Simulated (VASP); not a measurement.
# Nb (Im-3m) in VASP: a series of runs

Nb is run at these levels: r2SCAN, HSE06; tasks: relaxation of cell and atoms, single point.

Program: VASP 6.6.1. These are calculated values, not measurements. Logs are shortened: lines on timing, memory, paths and dates and some standing lists are left out, and cuts for length are marked.

### 1 The cell of the first run

It takes space group Im-3m (No. 229, cubic). The conventional cell has a = 3.300 Å, b = 3.300 Å, c = 3.300 Å, α = 90.00°, β = 90.00°, γ = 90.00°. Nb (site symmetry m-3m) has 14 Nb at 2.86 to 3.30 Å within 3.8 Å.

### 2 Relaxation of cell and atoms, r2SCAN

Contents of POSCAR:

```
Nb
1.0
   -1.6502000000      1.6502000000      1.6502000000
    1.6502000000     -1.6502000000      1.6502000000
    1.6502000000      1.6502000000     -1.6502000000
Nb
1
Direct
    0.0000000000      0.0000000000      0.0000000000
```

Contents of INCAR.step1:

```
SYSTEM = Nb
  PREC = Accurate
  ENCUT = 600
  ISMEAR = -1
  SIGMA = 0.05
  LREAL = .False.
  LASPH = .True.
  NELM = 60
  GGA = PE
  ALGO = Normal
  EDIFF = 1E-4
  LWAVE = .True.
  LCHARG = .False.
```

Contents of INCAR.step2:

```
SYSTEM = Nb
  PREC = Accurate
  ENCUT = 600
  EDIFF = 1E-7
  ISMEAR = -1
  SIGMA = 0.05
  LREAL = .False.
  LASPH = .True.
  NELM = 60
  ALGO = Normal
  ISIF = 3
  LWAVE = .False.
  LCHARG = .False.
  METAGGA = R2SCAN
  LMIXTAU = .True.
  IBRION = 2
  NSW = 80
  EDIFFG = -0.01
  ISTART = 1
```

Contents of KPOINTS:

```
Automatic mesh
0
Gamma
  16 16 16
  0 0 0
```

Potentials or basis: VASP PAW PBE potentials, release 64 (Nb_sv).

Started as:

```bash
> cat potpaw_PBE.64/Nb_sv/POTCAR > POTCAR
> cp INCAR.step1 INCAR
> mpirun -np 1 vasp_std > vasp.out
> cp INCAR.step2 INCAR
> mpirun -np 1 vasp_std > vasp.out
```

OUTCAR:

```text
SYSTEM = Nb
   PREC = Accurate
   ENCUT = 600
   EDIFF = 1E-7
   ISMEAR = -1
   LREAL = .False.
   LASPH = .True.
   NELM = 60
   ISIF = 3
   METAGGA = R2SCAN
   IBRION = 2
   NSW = 80
   EDIFFG = -0.01
   ISTART = 1

 ion  position               nearest neighbor table
   1  0.000  0.000  0.000-

  LATTYP: Found a body centered cubic cell.
 ALAT       =     3.3004000000

  Lattice vectors:

 A1 = (  -1.6502000000,   1.6502000000,   1.6502000000)
 A2 = (   1.6502000000,  -1.6502000000,   1.6502000000)
 A3 = (   1.6502000000,   1.6502000000,  -1.6502000000)

Analysis of symmetry for initial positions (statically):
=====================================================================
 Subroutine PRICEL returns:
 Original cell was already a primitive cell.

 Routine SETGRP: Setting up the symmetry group for a
 body centered cubic supercell.

 Subroutine GETGRP returns: Found 48 space group operations
 (whereof 48 operations were pure point group operations)
 out of a pool of 48 trial point group operations.

The static configuration has the point symmetry O_h .

Analysis of symmetry for dynamics (positions and initial velocities):
=====================================================================
 Subroutine PRICEL returns:
 Original cell was already a primitive cell.

 Routine SETGRP: Setting up the symmetry group for a
 body centered cubic supercell.

 Subroutine GETGRP returns: Found 48 space group operations
 (whereof 48 operations were pure point group operations)
 out of a pool of 48 trial point group operations.

The dynamic configuration has the point symmetry O_h .

 Subroutine INISYM returns: Found 48 space group operations
 (whereof 48 operations are pure point group operations),
 and found     1 'primitive' translations

----------------------------------------------------------------------------------------

                                     Primitive cell

  volume of cell :      17.9750

  direct lattice vectors                    reciprocal lattice vectors
    -1.650200000  1.650200000  1.650200000     0.000000000  0.302993577  0.302993577
     1.650200000 -1.650200000  1.650200000     0.302993577  0.000000000  0.302993577
     1.650200000  1.650200000 -1.650200000     0.302993577  0.302993577  0.000000000

  length of vectors
     2.858230243  2.858230243  2.858230243     0.428497625  0.428497625  0.428497625

  position of ions in fractional coordinates (direct lattice)
     0.000000000  0.000000000  0.000000000

  ion indices of the primitive-cell ions
   primitive index   ion index
                 1           1

----------------------------------------------------------------------------------------

 KPOINTS: Automatic mesh

Automatic generation of k-mesh.
 Grid dimensions read from file:
 generate k-points for:   16   16   16

 Generating k-lattice:

  Cartesian coordinates                     Fractional coordinates (reciprocal lattice)
     0.000000000  0.018937099  0.018937099     0.062500000  0.000000000  0.000000000
     0.018937099  0.000000000  0.018937099     0.000000000  0.062500000  0.000000000
     0.018937099  0.018937099  0.000000000     0.000000000  0.000000000  0.062500000

  Length of vectors
     0.026781102  0.026781102  0.026781102

  Shift w.r.t. Gamma in fractional coordinates (k-lattice)
     0.000000000  0.000000000  0.000000000

 Subroutine IBZKPT returns following result:
 ===========================================

 Found    145 irreducible k-points:

 Following reciprocal coordinates:
            Coordinates               Weight
  0.000000  0.000000  0.000000      1.000000
  0.062500  0.000000  0.000000     12.000000
  0.125000  0.000000  0.000000     12.000000
  0.187500  0.000000  0.000000     12.000000
  0.250000  0.000000  0.000000     12.000000
  0.312500  0.000000  0.000000     12.000000
[... 16 lines left out ...]
  0.187500  0.187500  0.000000     24.000000
  0.250000  0.187500 -0.000000     48.000000
 [... further k-points ...]
   k-points           NKPTS =    145   k-points in BZ     NKDIM =    145   number of bands    NBANDS=     10
   number of dos      NEDOS =    301   number of ions     NIONS =      1
   total plane-waves  NPLWV =  13824
   dimension x,y,z NGX =    24 NGY =   24 NGZ =   24
   dimension x,y,z NGXF=    48 NGYF=   48 NGZF=   48
   ions per type =               1
   NGX,Y,Z   is equivalent  to a cutoff of  13.96, 13.96, 13.96 a.u.
   NGXF,Y,Z  is equivalent  to a cutoff of  27.92, 27.92, 27.92 a.u.
 SYSTEM =  Nb
   PREC   = accura    normal or accurate (medium, high low for compatibility)
   ISTART =      1    job   : 0-new  1-cont  2-samecut
   ICHARG =      0    charge: 1-file 2-atom 10-const
   ISPIN  =      1    spin polarized calculation?
   LNONCOLLINEAR =      F non collinear calculations
   LSORBIT =      F    spin-orbit coupling
   LASPH  =      T    aspherical Exc in radial PAW
   ENCUT  =  600.0 eV  44.10 Ry    6.64 a.u.   5.71  5.71  5.71*2*pi/ulx,y,z
   NELM   =     60;   NELMIN=  2; NELMDL=  0     # of ELM steps
   EDIFF  = 0.1E-06   stopping-criterion for ELM
   LREAL  =      F    real-space projection
   EDIFFG = -.1E-01   stopping-criterion for IOM
   NSW    =     80    number of steps for IOM
   IBRION =      2    ionic relax: 0-MD 1-quasi-New 2-CG
   NFREE  =      1    steps in history (QN), initial steepest desc. (CG)
   ISIF   =      3    stress and relaxation
   ISYM   =      2    0-nonsym 1-usesym 2-fastsym
   POTIM  = 0.5000    time-step for ionic-motion
   TEBEG  =    0.0;   TEEND  =   0.0 temperature during run
   PSTRESS=    0.0 pullay stress
   NELECT =      13.0000    total number of electrons
   NUPDOWN=      -1.0000    fix difference up-down
   EMIN   =  10.00;   EMAX   =-10.00  energy-range for DOS
   EFERMI =   0.00;   METHOD = LEGACY
   ISMEAR =    -1;   SIGMA  =   0.05  broadening in eV -4-tet -1-fermi 0-gaus
   EFERMI_NEDOS =   21; number of points for ismear=-14 and -15
   IALGO  =     38    algorithm
   IMIX   =      4    mixing-type and parameters
     AMIX     =   0.40;   BMIX     =  1.00
     AMIX_MAG =   1.60;   BMIX_MAG =  1.00
  volume/ion in A,a.u.               =      17.98       121.30
  Fermi-wavevector in a.u.,A,eV,Ry     =   1.469488  2.776930 29.380351  2.159395
  Thomas-Fermi vector in A             =   2.584859
   LORBIT       =      0    0 simple, 1 ext, 2 COOP (PROOUT), +10 PAW based schemes
   METAGGA = R2SCAN    functional components
   LHFCALC =     F    Hartree Fock is set to
   AEXX    =    0.0000 exact exchange contribution
   IVDW    =     0    specifies the selected vdW correction
   LEPSILON=     F    determine dielectric tensor
   LRPA    =     F    only Hartree local field effects (RPA)
 conjugate gradient relaxation of ions
 non-spin polarized calculation
  energy-cutoff  :      600.00
  volume of cell :       17.98
 maximum number of plane-waves:       616
   NGX = 11   NGY = 11   NGZ = 11

 number of electron      13.0000000 magnetization

 Free energy of the ion-electron system (eV)
  ---------------------------------------------------
  ext. energy  EPLUGINS =         0.00000000
  ---------------------------------------------------
  free energy    TOTEN  =       -24.84750080 eV

  energy without entropy =      -24.83610009  energy(sigma->0) =      -24.84180045

 E-fermi :  11.1777     XC(G=0): -13.6373

 val. band max:       11.1728876186   @ k =  -0.2500   0.3125   0.1250
 cond. band min:      11.2052867126   @ k =  -0.4375   0.5000   0.1875
 fundamental gap:      0.0323990940
 Fermi energy:        11.1776713447

 k-point     1 :       0.0000    0.0000    0.0000
  band No.  band energies     occupation
      1     -44.9807      2.00000
      2     -19.5157      2.00000
      3     -19.5157      2.00000
      4     -19.5157      2.00000
      5       4.8747      2.00000
      6      11.6108      0.00035
      7      11.6108      0.00035
      8      11.6108      0.00035
      9      14.7422      0.00000
     10      14.7422      0.00000

 k-point     2 :       0.0625    0.0000    0.0000
  band No.  band energies     occupation
      1     -44.9706      2.00000
      2     -19.5757      2.00000
      3     -19.5336      2.00000
      4     -19.5162      2.00000
      5       5.0448      2.00000
      6      11.5039      0.00293
      7      11.5833      0.00060
      8      11.7720      0.00001
      9      14.5760      0.00000
     10      14.7410      0.00000

 k-point     3 :       0.1250    0.0000    0.0000
  band No.  band energies     occupation
      1     -44.9418      2.00000
      2     -19.7445      2.00000
      3     -19.5845      2.00000
      4     -19.5177      2.00000
      5       5.5261      2.00000
      6      11.2149      0.64381
      7      11.4644      0.00644
      8      12.2476      0.00000
      9      14.2528      0.00000
     10      14.7487      0.00000

 k-point     4 :       0.1875    0.0000    0.0000
  band No.  band energies     occupation
      1     -44.8983      2.00000
      2     -19.9910      2.00000
      3     -19.6598      2.00000
      4     -19.5199      2.00000
      5       6.2212      2.00000
      6      10.8185      1.99848
      7      11.2287      0.53008
      8      13.0136      0.00000
      9      14.0835      0.00000
     10      14.7911      0.00000

 k-point     5 :       0.2500    0.0000    0.0000
  band No.  band energies     occupation
      1     -44.8466      2.00000
      2     -20.2733      2.00000
      3     -19.7473      2.00000
      4     -19.5227      2.00000
      5       6.9269      2.00000
      6      10.3952      2.00000
      7      11.0665      1.80476
      8      14.0257      0.00000
      9      14.1731      0.00000
     10      14.8909      0.00000

 k-point     6 :       0.3125    0.0000    0.0000
  band No.  band energies     occupation
      1     -44.7944      2.00000
      2     -20.5474      2.00000
      3     -19.8336      2.00000
      4     -19.5255      2.00000
      5       7.3451      2.00000
      6      10.0100      2.00000
      7      11.3407      0.07385
      8      14.4174      0.00000
      9      15.0524      0.00000
     10      15.2084      0.00000
[... 183 lines left out ...]
 k-point    21 :       0.3750    0.1250    0.0000
  band No.  band energies     occupation
      1     -44.7093      2.00000
      2     -20.8617      2.00000
      3     -20.0248      2.00000
      4     -19.6049      2.00000
      5       7.7595      2.00000
      6       9.6137      2.00000
      7      12.0501      0.00000
      8      14.5538      0.00000
      9      15.7250      0.00000
     10      18.3054      0.00000

 k-point    22 :       0.4375    0.1250   -0.0000
  band No.  band energies     occupation
      1     -44.6995      2.00000
      2     -20.9031      2.00000
      3     -20.0468      2.00000
      4     -19.6060      2.00000
      5       7.7074      2.00000
      6       9.5618      2.00000
      7      12.3459      0.00000
      8      14.5802      0.00000
      9      15.8580      0.00000
     10      18.7387      0.00000

 k-point    23 :       0.1875    0.1875    0.0000
  band No.  band energies     occupation
      1     -44.7825      2.00000
      2     -20.5146      2.00000
      3     -19.8642      2.00000
      4     -19.6221      2.00000
      5       7.9641      2.00000
      6      10.0637      2.00000
      7      10.4833      2.00000
      8      13.8656      0.00000
      9      15.4134      0.00000
     10      16.0069      0.00000

 k-point    24 :       0.2500    0.1875   -0.0000
  band No.  band energies     occupation
      1     -44.7412      2.00000
      2     -20.6599      2.00000
      3     -19.9854      2.00000
      4     -19.6415      2.00000
      5       8.2925      2.00000
      6       9.8220      2.00000
      7      10.6973      1.99987
      8      14.0984      0.00000
      9      15.5405      0.00000
     10      17.3799      0.00000

 [... further k-points ...]
[... 5 lines left out ...]
  --------------------------------------------------------------------------------------
  -------------------------------------------------------------------------------------
  Total        0.0092124      0.0092124      0.0092124     -0.0000000     -0.0000000      0.0000000
  in kB        0.8211359      0.8211359      0.8211359     -0.0000000     -0.0000000      0.0000000
  external PRESSURE =       0.8211359 kB  Pullay stress =       0.0000000 kB

 VOLUME and BASIS-vectors are now :
 -----------------------------------------------------------------------------
  energy-cutoff  :      600.00
  volume of cell :       17.98
      direct lattice vectors                 reciprocal lattice vectors
    -1.650200000  1.650200000  1.650200000     0.000000000  0.302993577  0.302993577
     1.650200000 -1.650200000  1.650200000     0.302993577  0.000000000  0.302993577
     1.650200000  1.650200000 -1.650200000     0.302993577  0.302993577  0.000000000

 POSITION                                       TOTAL-FORCE (eV/Angst)
 -----------------------------------------------------------------------------------
      0.00000      0.00000      0.00000         0.000000      0.000000      0.000000
 -----------------------------------------------------------------------------------
    total drift:                                0.000000      0.000000     -0.000000

  FREE ENERGIE OF THE ION-ELECTRON SYSTEM (eV)
  ---------------------------------------------------
  free  energy   TOTEN  =       -24.8475008025 eV

  energy  without entropy=      -24.8361000944  energy(sigma->0) =      -24.84180045

 reached required accuracy - stopping structural energy minimisation
```

It took 2.3 min on 1 thread of Intel Xeon 8259CL, shared host; peak memory 0.17 GiB.

Results:

* Free energy: -24.8475 eV
* Pressure after relaxing: 0.1 GPa
* Band gap on the k mesh: zero (an odd number of electrons rules out a gap without spin polarisation)

Final structure:
```
Nb
1.0
    -1.65020    1.65020    1.65020
     1.65020   -1.65020    1.65020
     1.65020    1.65020   -1.65020
Nb
1
Cartesian
  0.0000 0.0000 0.0000
```

Levels at points of the mesh, in eV from the Fermi level:
| k point | band 2 | band 3 | band 4 | band 5 | band 6 | band 7 | band 8 | band 9 | band 10 |
| --- | --- | --- | --- | --- | --- | --- | --- | --- | --- |
| (0.00, 0.00, 0.00) | -30.69 | -30.69 | -30.69 | -6.30 | 0.43 | 0.43 | 0.43 | 3.56 | 3.56 |
| (0.50, 0.00, 0.00) | -32.15 | -31.15 | -30.71 | -3.92 | -1.73 | 2.25 | 3.58 | 4.31 | 6.67 |
| (0.50, 0.50, 0.50) | -31.68 | -31.68 | -31.68 | -3.91 | -3.91 | 5.87 | 5.87 | 5.87 | 9.53 |

Caveat: the PAW data sets were made with another functional, which shifts forces and pressure a little.

(Continued in part 2 of 2.)

The gap in the log of VASP goes by the Fermi energy; the results here count the filled bands.